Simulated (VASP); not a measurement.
# GaW3 (P4/mmm) in VASP: single point with r2SCAN

Aim: the single point of GaW3 with r2SCAN.

Everything below comes from runs of VASP 6.6.1. Logs are shortened: lines on timing, memory, paths and dates and some standing lists are left out, and cuts for length are marked.

## Step 1: The cell of the first run

The typed cell holds 4 atoms: a = 3.956 Å, b = 3.956 Å, c = 3.957 Å, α = 90.00°, β = 90.00°, γ = 90.00°.

## Step 2: Single point, r2SCAN

The input, POSCAR:

```
GaW3
1.0
    3.9557842879      0.0000000000      0.0000000000
    0.0000000000      3.9557842879      0.0000000000
    0.0000000000      0.0000000000      3.9568940975
Ga W
1 3
Direct
    0.0000000000      0.0000000000      0.0000000000
    0.0000000000      0.5000000000      0.5000000000
    0.5000000000      0.0000000000      0.5000000000
    0.5000000000      0.5000000000      0.0000000000
```

The input, INCAR.step1:

```
ALGO     = Normal         # electronic algorithm
EDIFF    = 1E-4           # SCF threshold, eV
ENCUT    = 520            # plane-wave cutoff, eV
GGA      = PE             # functional
ISMEAR   = 1              # smearing method
LASPH    = True           # aspherical terms in the spheres
LCHARG   = False          # write CHGCAR
LREAL    = False          # projectors in reciprocal space
LWAVE    = True           # write WAVECAR
NBANDS   = 36             # bands
NELM     = 100            # most SCF steps
PREC     = Accurate       # precision mode
SIGMA    = 0.0566         # smearing width, eV
```

The input, INCAR.step2:

```
ALGO     = Normal         # electronic algorithm
EDIFF    = 1E-6           # SCF threshold, eV
ENCUT    = 520            # plane-wave cutoff, eV
ISIF     = 2              # what is computed and relaxed
ISMEAR   = 1              # smearing method
ISTART   = 1            
LASPH    = True           # aspherical terms in the spheres
LCHARG   = False          # write CHGCAR
LMIXTAU  = True         
LREAL    = False          # projectors in reciprocal space
LWAVE    = False          # write WAVECAR
METAGGA  = R2SCAN         # meta-GGA
NBANDS   = 36             # bands
NELM     = 100            # most SCF steps
PREC     = Accurate       # precision mode
SIGMA    = 0.0566         # smearing width, eV
```

The input, KPOINTS:

```
k-points
0
Gamma
  6 6 6
```

Potentials or basis: VASP PAW PBE potentials, release 64 (Ga_d, W_sv).

On the command line:

```bash
$ cat potpaw_PBE.64/Ga_d/POTCAR potpaw_PBE.64/W_sv/POTCAR > POTCAR
$ cp INCAR.step1 INCAR
$ mpirun -np 1 vasp_std > vasp.out
$ cp INCAR.step2 INCAR
$ mpirun -np 1 vasp_std > vasp.out
```

OUTCAR:

```text
EDIFF = 1E-6
   ENCUT = 520
   ISIF = 2
   ISMEAR = 1
   ISTART = 1
   LASPH = True
   LREAL = False
   METAGGA = R2SCAN
   NELM = 100
   PREC = Accurate

 ion  position               nearest neighbor table
   1  0.000  0.000  0.000-   4 2.80   4 2.80   4 2.80   4 2.80   3 2.80   2 2.80   3 2.80   2 2.80
                             3 2.80   2 2.80   3 2.80   2 2.80
   2  0.000  0.500  0.500-   3 2.80   3 2.80   3 2.80   3 2.80   4 2.80   1 2.80   1 2.80   1 2.80
                             4 2.80   4 2.80   4 2.80   1 2.80
   3  0.500  0.000  0.500-   2 2.80   2 2.80   2 2.80   2 2.80   4 2.80   1 2.80   4 2.80   4 2.80
                             1 2.80   4 2.80   1 2.80   1 2.80
   4  0.500  0.500  0.000-   1 2.80   1 2.80   1 2.80   1 2.80   3 2.80   2 2.80   3 2.80   3 2.80
                             3 2.80   2 2.80   2 2.80   2 2.80

  LATTYP: Found a simple tetragonal cell.
 ALAT       =     3.9557842879
 C/A-ratio  =     1.0002805536

  Lattice vectors:

 A1 = (   3.9557842879,   0.0000000000,   0.0000000000)
 A2 = (   0.0000000000,   3.9557842879,   0.0000000000)
 A3 = (   0.0000000000,   0.0000000000,   3.9568940975)

Analysis of symmetry for initial positions (statically):
=====================================================================
 Subroutine PRICEL returns:
 Original cell was already a primitive cell.

 Routine SETGRP: Setting up the symmetry group for a
 simple tetragonal supercell.

 Subroutine GETGRP returns: Found 16 space group operations
 (whereof 16 operations were pure point group operations)
 out of a pool of 16 trial point group operations.

The static configuration has the point symmetry D_4h.

Analysis of symmetry for dynamics (positions and initial velocities):
=====================================================================
 Subroutine PRICEL returns:
 Original cell was already a primitive cell.

 Routine SETGRP: Setting up the symmetry group for a
 simple tetragonal supercell.

 Subroutine GETGRP returns: Found 16 space group operations
 (whereof 16 operations were pure point group operations)
 out of a pool of 16 trial point group operations.

The dynamic configuration has the point symmetry D_4h.

 Subroutine INISYM returns: Found 16 space group operations
 (whereof 16 operations are pure point group operations),
 and found     1 'primitive' translations

----------------------------------------------------------------------------------------

                                     Primitive cell

  volume of cell :      61.9184

  direct lattice vectors                    reciprocal lattice vectors
     3.955784288  0.000000000  0.000000000     0.252794371  0.000000000  0.000000000
     0.000000000  3.955784288  0.000000000     0.000000000  0.252794371  0.000000000
     0.000000000  0.000000000  3.956894098     0.000000000  0.000000000  0.252723468

  length of vectors
     3.955784288  3.955784288  3.956894098     0.252794371  0.252794371  0.252723468

  position of ions in fractional coordinates (direct lattice)
     0.000000000  0.000000000  0.000000000
     0.000000000  0.500000000  0.500000000
     0.500000000  0.000000000  0.500000000
     0.500000000  0.500000000  0.000000000

  ion indices of the primitive-cell ions
   primitive index   ion index
                 1           1
                 2           2
                 3           3
                 4           4

----------------------------------------------------------------------------------------

 KPOINTS: k-points

Automatic generation of k-mesh.
 Grid dimensions read from file:
 generate k-points for:    6    6    6

 Generating k-lattice:

  Cartesian coordinates                     Fractional coordinates (reciprocal lattice)
     0.042132395  0.000000000  0.000000000     0.166666667  0.000000000  0.000000000
     0.000000000  0.042132395  0.000000000     0.000000000  0.166666667  0.000000000
     0.000000000  0.000000000  0.042120578     0.000000000  0.000000000  0.166666667

  Length of vectors
     0.042132395  0.042132395  0.042120578

  Shift w.r.t. Gamma in fractional coordinates (k-lattice)
     0.000000000  0.000000000  0.000000000

 Subroutine IBZKPT returns following result:
 ===========================================

 Found     40 irreducible k-points:

 Following reciprocal coordinates:
            Coordinates               Weight
  0.000000  0.000000  0.000000      1.000000
  0.166667  0.000000  0.000000      4.000000
  0.333333  0.000000  0.000000      4.000000
  0.500000  0.000000  0.000000      2.000000
  0.166667  0.166667  0.000000      4.000000
  0.333333  0.166667  0.000000      8.000000
[... 16 lines left out ...]
  0.333333  0.000000  0.333333      8.000000
  0.500000  0.000000  0.333333      4.000000
 [... further k-points ...]
   k-points           NKPTS =     40   k-points in BZ     NKDIM =     40   number of bands    NBANDS=     36
   number of dos      NEDOS =    301   number of ions     NIONS =      4
   total plane-waves  NPLWV =  27000
   dimension x,y,z NGX =    30 NGY =   30 NGZ =   30
   dimension x,y,z NGXF=    60 NGYF=   60 NGZF=   60
   ions per type =               1   3
   NGX,Y,Z   is equivalent  to a cutoff of  12.61, 12.61, 12.60 a.u.
   NGXF,Y,Z  is equivalent  to a cutoff of  25.22, 25.22, 25.21 a.u.
 SYSTEM =  unknown system
   PREC   = accura    normal or accurate (medium, high low for compatibility)
   ISTART =      1    job   : 0-new  1-cont  2-samecut
   ICHARG =      0    charge: 1-file 2-atom 10-const
   ISPIN  =      1    spin polarized calculation?
   LNONCOLLINEAR =      F non collinear calculations
   LSORBIT =      F    spin-orbit coupling
   LASPH  =      T    aspherical Exc in radial PAW
   ENCUT  =  520.0 eV  38.22 Ry    6.18 a.u.   7.36  7.36  7.36*2*pi/ulx,y,z
   NELM   =    100;   NELMIN=  2; NELMDL=  0     # of ELM steps
   EDIFF  = 0.1E-05   stopping-criterion for ELM
   LREAL  =      F    real-space projection
   EDIFFG = 0.1E-04   stopping-criterion for IOM
   NSW    =      0    number of steps for IOM
   IBRION =     -1    ionic relax: 0-MD 1-quasi-New 2-CG
   NFREE  =      0    steps in history (QN), initial steepest desc. (CG)
   ISIF   =      2    stress and relaxation
   ISYM   =      2    0-nonsym 1-usesym 2-fastsym
   POTIM  = 0.5000    time-step for ionic-motion
   TEBEG  =    0.0;   TEEND  =   0.0 temperature during run
   PSTRESS=    0.0 pullay stress
   NELECT =      55.0000    total number of electrons
   NUPDOWN=      -1.0000    fix difference up-down
   EMIN   =  10.00;   EMAX   =-10.00  energy-range for DOS
   EFERMI =   0.00;   METHOD = LEGACY
   ISMEAR =     1;   SIGMA  =   0.06  broadening in eV -4-tet -1-fermi 0-gaus
   EFERMI_NEDOS =   21; number of points for ismear=-14 and -15
   IALGO  =     38    algorithm
   IMIX   =      4    mixing-type and parameters
     AMIX     =   0.40;   BMIX     =  1.00
     AMIX_MAG =   1.60;   BMIX_MAG =  1.00
  volume/ion in A,a.u.               =      15.48       104.46
  Fermi-wavevector in a.u.,A,eV,Ry     =   1.573702  2.973866 33.695348  2.476538
  Thomas-Fermi vector in A             =   2.674947
   LORBIT       =      0    0 simple, 1 ext, 2 COOP (PROOUT), +10 PAW based schemes
   METAGGA = R2SCAN    functional components
   LHFCALC =     F    Hartree Fock is set to
   AEXX    =    0.0000 exact exchange contribution
   IVDW    =     0    specifies the selected vdW correction
   LEPSILON=     F    determine dielectric tensor
   LRPA    =     F    only Hartree local field effects (RPA)
 non-spin polarized calculation
 Methfessel and Paxton  Order N= 1 SIGMA  =   0.06
  energy-cutoff  :      520.00
  volume of cell :       61.92
 maximum number of plane-waves:      1743
 NGX is ok and might be reduce to    30
   NGX = 15   NGY = 15   NGZ = 15

 number of electron      54.9999990 magnetization

 Free energy of the ion-electron system (eV)
  ---------------------------------------------------
  ext. energy  EPLUGINS =         0.00000000
  ---------------------------------------------------
  free energy    TOTEN  =      -164.45635095 eV

  energy without entropy =     -164.45497478  energy(sigma->0) =     -164.45589223

 E-fermi :  10.7950     XC(G=0): -14.6909

 val. band max:       10.6671465962   @ k =   0.3333   0.0000   0.3333
 cond. band min:      10.7984597985   @ k =   0.5000   0.0000   0.5000
 fundamental gap:      0.1313132023
 Fermi energy:        10.7949980655

 k-point     1 :       0.0000    0.0000    0.0000
  band No.  band energies     occupation
      1     -65.5052      2.00000
      2     -65.3510      2.00000
      3     -65.3505      2.00000
      4     -29.5119      2.00000
      5     -29.5119      2.00000
      6     -29.5119      2.00000
[... 28 lines left out ...]
     35      16.4503      0.00000
     36      16.5285      0.00000

 k-point     2 :       0.1667    0.0000    0.0000
  band No.  band energies     occupation
      1     -65.4961      2.00000
      2     -65.3597      2.00000
      3     -65.3508      2.00000
      4     -29.4754      2.00000
      5     -29.4754      2.00000
      6     -29.4563      2.00000
[... 28 lines left out ...]
     35      15.6721      0.00000
     36      16.5149      0.00000

 k-point     3 :       0.3333    0.0000    0.0000
  band No.  band energies     occupation
      1     -65.4725      2.00000
      2     -65.3832      2.00000
      3     -65.3506      2.00000
      4     -29.3865      2.00000
      5     -29.3865      2.00000
      6     -29.3018      2.00000
[... 28 lines left out ...]
     35      16.3654      0.00000
     36      16.3675      0.00000
[... 742 lines left out ...]
 k-point    23 :       0.3333    0.0000    0.3333
  band No.  band energies     occupation
      1     -65.4454      2.00000
      2     -65.3892      2.00000
      3     -65.3712      2.00000
      4     -29.4574      2.00000
      5     -29.2691      2.00000
      6     -29.2432      2.00000
[... 28 lines left out ...]
     35      15.6133      0.00000
     36      16.6449      0.00000

 k-point    24 :       0.5000    0.0000    0.3333
  band No.  band energies     occupation
      1     -65.4278      2.00000
      2     -65.4017      2.00000
      3     -65.3761      2.00000
      4     -29.4162      2.00000
      5     -29.3731      2.00000
      6     -29.1610      2.00000
[... 28 lines left out ...]
     35      15.8227      0.00000
     36      16.6874      0.00000

 [... further k-points ...]

------------------------ aborting loop because EDIFF is reached ----------------------------------------

  FORCE on cell =-STRESS in cart. coord.  units (eV):
  Direction    XX          YY          ZZ          XY          YZ          ZX
  --------------------------------------------------------------------------------------
  -------------------------------------------------------------------------------------
  Total        0.3167624      0.3167624      0.3126617      0.0000000      0.0000000      0.0000000
  in kB        8.1964279      8.1964279      8.0903177      0.0000000      0.0000000      0.0000000
  external PRESSURE =       8.1610578 kB  Pullay stress =       0.0000000 kB

 VOLUME and BASIS-vectors are now :
 -----------------------------------------------------------------------------
  energy-cutoff  :      520.00
  volume of cell :       61.92
      direct lattice vectors                 reciprocal lattice vectors
     3.955784288  0.000000000  0.000000000     0.252794371  0.000000000  0.000000000
     0.000000000  3.955784288  0.000000000     0.000000000  0.252794371  0.000000000
     0.000000000  0.000000000  3.956894098     0.000000000  0.000000000  0.252723468

 POSITION                                       TOTAL-FORCE (eV/Angst)
 -----------------------------------------------------------------------------------
      0.00000      0.00000      0.00000         0.000000      0.000000      0.000000
      0.00000      1.97789      1.97845         0.000000      0.000000      0.000000
      1.97789      0.00000      1.97845         0.000000      0.000000      0.000000
      1.97789      1.97789      0.00000         0.000000      0.000000      0.000000
 -----------------------------------------------------------------------------------
    total drift:                                0.000000      0.000000     -0.000000

  FREE ENERGIE OF THE ION-ELECTRON SYSTEM (eV)
  ---------------------------------------------------
  free  energy   TOTEN  =      -164.4563509529 eV

  energy  without entropy=     -164.4549747785  energy(sigma->0) =     -164.45589223
```

It took 4 min on 1 thread of AMD EPYC 7R13 (Zen 3), shared host; peak memory 0.19 GiB.

Results:

- Free energy: -164.4564 eV
- Pressure: 0.8 GPa
- Band gap on the k mesh: zero (an odd number of electrons rules out a gap without spin polarisation)

Levels at points of the mesh, in eV from the Fermi level:
```
           k point  band 24  band 25  band 26  band 27  band 28  band 29  band 30  band 31
(0.00, 0.00, 0.00)    -4.59    -0.15    -0.15    -0.15     0.85     0.85     0.85     3.37
(0.50, 0.00, 0.00)    -2.55    -1.54    -1.54    -1.03    -0.48     0.04     0.77     0.77
(0.50, 0.50, 0.00)    -3.07    -3.03    -1.37    -1.37     0.01     0.23     0.32     0.32
(0.00, 0.00, 0.50)    -2.55    -1.54    -1.54    -1.04    -0.48     0.04     0.77     0.77
(0.50, 0.00, 0.50)    -3.07    -3.03    -1.37    -1.37     0.00     0.23     0.32     0.32
(0.50, 0.50, 0.50)    -2.57    -1.64    -1.64    -1.63     0.12     0.57     0.57     0.57
```

Caveat: the PAW data sets were made with another functional, which shifts forces and pressure a little; spin-orbit coupling is left out, which moves the levels of the heavy elements.
